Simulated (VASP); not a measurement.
# Ge (Fd-3m) in VASP: a series of runs

The runs below take Ge through single point, with r2SCAN.

Program: VASP 6.6.1. These are calculated values, not measurements. Logs are shortened: lines on timing, memory, paths and dates and some standing lists are left out, and cuts for length are marked.

### 1 The cell of the first run

Symmetry: Fd-3m, No. 227, cubic system. The conventional cell has a = 5.582 Å, b = 5.582 Å, c = 5.582 Å, α = 90.00°, β = 90.00°, γ = 90.00°. Ge (site symmetry -43m) has 4 Ge at 2.42 Å within 3.2 Å.

### 2 Single point, r2SCAN

Input file POSCAR:

```
Ge
1.0
    2.7908079235      2.7908079235      0.0000000000
   -2.7908079235      2.7908079235      0.0000000000
    0.0000000000      2.7908079235      2.7908079235
Ge
2
Direct
    0.5000000000      0.5000000000      0.0000000000
    0.7500000000      0.2500000000      0.5000000000
```

Input file INCAR.step1:

```
ALGO = Normal
EDIFF = 1E-4
ENCUT = 520
GGA = PE
ISMEAR = 0
LASPH = True
LCHARG = False
LREAL = False
LWAVE = True
NBANDS = 21
NELM = 60
PREC = Accurate
SIGMA = 0.01
```

Input file INCAR.step2:

```
ALGO = Normal
EDIFF = 1E-7
ENCUT = 520
ISIF = 2
ISMEAR = 0
ISTART = 1
LASPH = True
LCHARG = False
LMIXTAU = True
LREAL = False
LWAVE = False
METAGGA = R2SCAN
NBANDS = 21
NELM = 60
PREC = Accurate
SIGMA = 0.01
```

Input file KPOINTS:

```
k-points
0
Gamma
  12 12 12
```

Potentials or basis: VASP PAW PBE potentials, release 64 (Ge_d).

The run is started by

```sh
cat potpaw_PBE.64/Ge_d/POTCAR > POTCAR
cp INCAR.step1 INCAR
mpirun -np 1 vasp_std > vasp.out
cp INCAR.step2 INCAR
mpirun -np 1 vasp_std > vasp.out
```

OUTCAR:

```text
EDIFF = 1E-7
   ENCUT = 520
   ISIF = 2
   ISMEAR = 0
   ISTART = 1
   LASPH = True
   LREAL = False
   METAGGA = R2SCAN
   NELM = 60
   PREC = Accurate

 ion  position               nearest neighbor table
   1  0.500  0.500  0.000-   2 2.42   2 2.42   2 2.42   2 2.42
   2  0.750  0.250  0.500-   1 2.42   1 2.42   1 2.42   1 2.42

  LATTYP: Found a face centered cubic cell.
 ALAT       =     5.5816158470

  Lattice vectors:

 A1 = (   0.0000000000,   2.7908079235,   2.7908079235)
 A2 = (   2.7908079235,   0.0000000000,   2.7908079235)
 A3 = (   2.7908079235,   2.7908079235,   0.0000000000)

Analysis of symmetry for initial positions (statically):
=====================================================================
 Subroutine PRICEL returns:
 Original cell was already a primitive cell.

 Routine SETGRP: Setting up the symmetry group for a
 face centered cubic supercell.

 Subroutine GETGRP returns: Found 48 space group operations
 (whereof 24 operations were pure point group operations)
 out of a pool of 48 trial point group operations.

The static configuration has the point symmetry T_d .
 The point group associated with its full space group is O_h .

Analysis of symmetry for dynamics (positions and initial velocities):
=====================================================================
 Subroutine PRICEL returns:
 Original cell was already a primitive cell.

 Routine SETGRP: Setting up the symmetry group for a
 face centered cubic supercell.

 Subroutine GETGRP returns: Found 48 space group operations
 (whereof 24 operations were pure point group operations)
 out of a pool of 48 trial point group operations.

The dynamic configuration has the point symmetry T_d .
 The point group associated with its full space group is O_h .

 Subroutine INISYM returns: Found 48 space group operations
 (whereof 24 operations are pure point group operations),
 and found     1 'primitive' translations

----------------------------------------------------------------------------------------

                                     Primitive cell

  volume of cell :      43.4730

  direct lattice vectors                    reciprocal lattice vectors
     2.790807924  2.790807924  0.000000000     0.179159589  0.179159589 -0.179159589
    -2.790807924  2.790807924  0.000000000    -0.179159589  0.179159589 -0.179159589
     0.000000000  2.790807924  2.790807924     0.000000000  0.000000000  0.358319178

  length of vectors
     3.946798415  3.946798415  3.946798415     0.310313510  0.310313510  0.358319178

  position of ions in fractional coordinates (direct lattice)
     0.500000000  0.500000000  0.000000000
     0.750000000  0.250000000  0.500000000

  ion indices of the primitive-cell ions
   primitive index   ion index
                 1           1
                 2           2

----------------------------------------------------------------------------------------

 KPOINTS: k-points

Automatic generation of k-mesh.
 Grid dimensions read from file:
 generate k-points for:   12   12   12

 Generating k-lattice:

  Cartesian coordinates                     Fractional coordinates (reciprocal lattice)
     0.014929966  0.014929966 -0.014929966     0.083333333  0.000000000  0.000000000
    -0.014929966  0.014929966 -0.014929966     0.000000000  0.083333333  0.000000000
     0.000000000  0.000000000  0.029859931     0.000000000  0.000000000  0.083333333

  Length of vectors
     0.025859459  0.025859459  0.029859931

  Shift w.r.t. Gamma in fractional coordinates (k-lattice)
     0.000000000  0.000000000  0.000000000

 Subroutine IBZKPT returns following result:
 ===========================================

 Found     72 irreducible k-points:

 Following reciprocal coordinates:
            Coordinates               Weight
  0.000000  0.000000  0.000000      1.000000
  0.083333  0.000000  0.000000      8.000000
  0.166667  0.000000  0.000000      8.000000
  0.250000  0.000000  0.000000      8.000000
  0.333333  0.000000  0.000000      8.000000
  0.416667  0.000000  0.000000      8.000000
[... 16 lines left out ...]
  0.500000  0.166667  0.000000     24.000000
 -0.416667  0.166667  0.000000     24.000000
 [... further k-points ...]
   k-points           NKPTS =     72   k-points in BZ     NKDIM =     72   number of bands    NBANDS=     21
   number of dos      NEDOS =    301   number of ions     NIONS =      2
   total plane-waves  NPLWV =  27000
   dimension x,y,z NGX =    30 NGY =   30 NGZ =   30
   dimension x,y,z NGXF=    60 NGYF=   60 NGZF=   60
   ions per type =               2
   NGX,Y,Z   is equivalent  to a cutoff of  12.64, 12.64, 12.64 a.u.
   NGXF,Y,Z  is equivalent  to a cutoff of  25.27, 25.27, 25.27 a.u.
 SYSTEM =  unknown system
   PREC   = accura    normal or accurate (medium, high low for compatibility)
   ISTART =      1    job   : 0-new  1-cont  2-samecut
   ICHARG =      0    charge: 1-file 2-atom 10-const
   ISPIN  =      1    spin polarized calculation?
   LNONCOLLINEAR =      F non collinear calculations
   LSORBIT =      F    spin-orbit coupling
   LASPH  =      T    aspherical Exc in radial PAW
   ENCUT  =  520.0 eV  38.22 Ry    6.18 a.u.   7.34  7.34  7.34*2*pi/ulx,y,z
   NELM   =     60;   NELMIN=  2; NELMDL=  0     # of ELM steps
   EDIFF  = 0.1E-06   stopping-criterion for ELM
   LREAL  =      F    real-space projection
   EDIFFG = 0.1E-05   stopping-criterion for IOM
   NSW    =      0    number of steps for IOM
   IBRION =     -1    ionic relax: 0-MD 1-quasi-New 2-CG
   NFREE  =      0    steps in history (QN), initial steepest desc. (CG)
   ISIF   =      2    stress and relaxation
   ISYM   =      2    0-nonsym 1-usesym 2-fastsym
   POTIM  = 0.5000    time-step for ionic-motion
   TEBEG  =    0.0;   TEEND  =   0.0 temperature during run
   PSTRESS=    0.0 pullay stress
   NELECT =      28.0000    total number of electrons
   NUPDOWN=      -1.0000    fix difference up-down
   EMIN   =  10.00;   EMAX   =-10.00  energy-range for DOS
   EFERMI =   0.00;   METHOD = LEGACY
   ISMEAR =     0;   SIGMA  =   0.01  broadening in eV -4-tet -1-fermi 0-gaus
   EFERMI_NEDOS =   21; number of points for ismear=-14 and -15
   IALGO  =     38    algorithm
   IMIX   =      4    mixing-type and parameters
     AMIX     =   0.40;   BMIX     =  1.00
     AMIX_MAG =   1.60;   BMIX_MAG =  1.00
  volume/ion in A,a.u.               =      21.74       146.69
  Fermi-wavevector in a.u.,A,eV,Ry     =   1.413799  2.671692 27.195687  1.998827
  Thomas-Fermi vector in A             =   2.535407
   LORBIT       =      0    0 simple, 1 ext, 2 COOP (PROOUT), +10 PAW based schemes
   METAGGA = R2SCAN    functional components
   LHFCALC =     F    Hartree Fock is set to
   AEXX    =    0.0000 exact exchange contribution
   IVDW    =     0    specifies the selected vdW correction
   LEPSILON=     F    determine dielectric tensor
   LRPA    =     F    only Hartree local field effects (RPA)
 non-spin polarized calculation
 Gauss-broadening in eV      SIGMA  =   0.01
  energy-cutoff  :      520.00
  volume of cell :       43.47
 maximum number of plane-waves:      1211
 NGX is ok and might be reduce to    30
   NGX = 15   NGY = 15   NGZ = 15

 number of electron      28.0000021 magnetization

 Free energy of the ion-electron system (eV)
  ---------------------------------------------------
  ext. energy  EPLUGINS =         0.00000000
  ---------------------------------------------------
  free energy    TOTEN  =       -27.71637612 eV

  energy without entropy =      -27.71637612  energy(sigma->0) =      -27.71637612

 E-fermi :   5.3606     XC(G=0): -11.0339

 val. band max:        5.2105606019   @ k =   0.0000   0.0000   0.0000
 cond. band min:       5.7926980367   @ k =   0.5000   0.0000   0.0000
 fundamental gap:      0.5821374348
 Fermi energy:         5.3606260654

 k-point     1 :       0.0000    0.0000    0.0000
  band No.  band energies     occupation
      1     -20.3481      2.00000
      2     -20.3481      2.00000
      3     -20.3481      2.00000
      4     -20.3052      2.00000
      5     -20.3052      2.00000
      6     -20.0641      2.00000
[... 13 lines left out ...]
     20      15.2509      0.00000
     21      15.2509      0.00000

 k-point     2 :       0.0833    0.0000    0.0000
  band No.  band energies     occupation
      1     -20.3531      2.00000
      2     -20.3531      2.00000
      3     -20.3468      2.00000
      4     -20.2983      2.00000
      5     -20.2983      2.00000
      6     -20.0698      2.00000
[... 13 lines left out ...]
     20      14.6746      0.00000
     21      14.6746      0.00000

 k-point     3 :       0.1667    0.0000    0.0000
  band No.  band energies     occupation
      1     -20.3619      2.00000
      2     -20.3619      2.00000
      3     -20.3433      2.00000
      4     -20.2847      2.00000
      5     -20.2846      2.00000
      6     -20.0799      2.00000
[... 13 lines left out ...]
     20      14.0883      0.00000
     21      14.0883      0.00000

 k-point     4 :       0.2500    0.0000    0.0000
  band No.  band energies     occupation
      1     -20.3691      2.00000
      2     -20.3691      2.00000
      3     -20.3384      2.00000
      4     -20.2716      2.00000
      5     -20.2716      2.00000
      6     -20.0886      2.00000
[... 13 lines left out ...]
     20      14.0830      0.00000
     21      14.0830      0.00000

 k-point     5 :       0.3333    0.0000    0.0000
  band No.  band energies     occupation
      1     -20.3734      2.00000
      2     -20.3734      2.00000
      3     -20.3334      2.00000
      4     -20.2624      2.00000
      5     -20.2624      2.00000
      6     -20.0939      2.00000
[... 13 lines left out ...]
     20      14.7995      0.00000
     21      14.7995      0.00000
[... 382 lines left out ...]
     20      15.1066      0.00000
     21      17.1390      0.00000

 k-point    22 :       0.4167    0.1667    0.0000
  band No.  band energies     occupation
      1     -20.3955      2.00000
      2     -20.3829      2.00000
      3     -20.3027      2.00000
      4     -20.2418      2.00000
      5     -20.2326      2.00000
      6     -20.1279      2.00000
[... 13 lines left out ...]
     20      15.5848      0.00000
     21      16.4288      0.00000

 k-point    23 :       0.5000    0.1667    0.0000
  band No.  band energies     occupation
      1     -20.3954      2.00000
      2     -20.3799      2.00000
      3     -20.3094      2.00000
      4     -20.2402      2.00000
      5     -20.2310      2.00000
      6     -20.1434      2.00000
[... 13 lines left out ...]
     20      17.2230      0.00000
     21      17.3090      0.00000

 k-point    24 :      -0.4167    0.1667    0.0000
  band No.  band energies     occupation
      1     -20.3909      2.00000
      2     -20.3758      2.00000
      3     -20.3218      2.00000
      4     -20.2504      2.00000
      5     -20.2266      2.00000
      6     -20.1520      2.00000
[... 13 lines left out ...]
     20      16.3882      0.00000
     21      17.1799      0.00000

 [... further k-points ...]

------------------------ aborting loop because EDIFF is reached ----------------------------------------

  FORCE on cell =-STRESS in cart. coord.  units (eV):
  Direction    XX          YY          ZZ          XY          YZ          ZX
  --------------------------------------------------------------------------------------
  -------------------------------------------------------------------------------------
  Total        1.1047970      1.1047970      1.1047970      0.0000000     -0.0000000      0.0000000
  in kB       40.7167599     40.7167599     40.7167599      0.0000000     -0.0000000      0.0000000
  external PRESSURE =      40.7167599 kB  Pullay stress =       0.0000000 kB

 VOLUME and BASIS-vectors are now :
 -----------------------------------------------------------------------------
  energy-cutoff  :      520.00
  volume of cell :       43.47
      direct lattice vectors                 reciprocal lattice vectors
     2.790807924  2.790807924  0.000000000     0.179159589  0.179159589 -0.179159589
    -2.790807924  2.790807924  0.000000000    -0.179159589  0.179159589 -0.179159589
     0.000000000  2.790807924  2.790807924     0.000000000  0.000000000  0.358319178

 POSITION                                       TOTAL-FORCE (eV/Angst)
 -----------------------------------------------------------------------------------
      0.00000      2.79081      0.00000         0.000000     -0.000000      0.000000
      1.39540      4.18621      1.39540         0.000000      0.000000      0.000000
 -----------------------------------------------------------------------------------
    total drift:                               -0.000000      0.000000     -0.000000

  FREE ENERGIE OF THE ION-ELECTRON SYSTEM (eV)
  ---------------------------------------------------
  free  energy   TOTEN  =       -27.7163761183 eV

  energy  without entropy=      -27.7163761183  energy(sigma->0) =      -27.71637612
```

Run time: 6.9 min. Hardware: 1 thread of Intel Xeon 8259CL, shared host; peak memory 0.2 GiB.

What came out:

- Free energy: -27.7164 eV
- Pressure: 4.1 GPa
- Band gap on the k mesh: 0.58 eV (least direct gap 0.80 eV)

Levels at points of the mesh, in eV from the valence-band top:
| k point | band 11 | band 12 | band 13 | band 14 | band 15 | band 16 | band 17 | band 18 |
| --- | --- | --- | --- | --- | --- | --- | --- | --- |
| (0.00, 0.00, 0.00) | -13.63 | 0.00 | 0.00 | 0.00 | 0.80 | 2.73 | 2.73 | 2.73 |
| (0.50, 0.00, 0.00) | -11.33 | -8.07 | -1.55 | -1.55 | 0.58 | 4.02 | 4.02 | 7.69 |
| (0.50, 0.50, 0.00) | -9.38 | -9.38 | -3.38 | -3.38 | 0.92 | 0.92 | 10.46 | 10.46 |

Caveat: the cell stands under pressure; semilocal functionals underestimate gaps, and a narrow one can read as zero; the PAW data sets were made with another functional, which shifts forces and pressure a little.

[end of part 1 of 2]
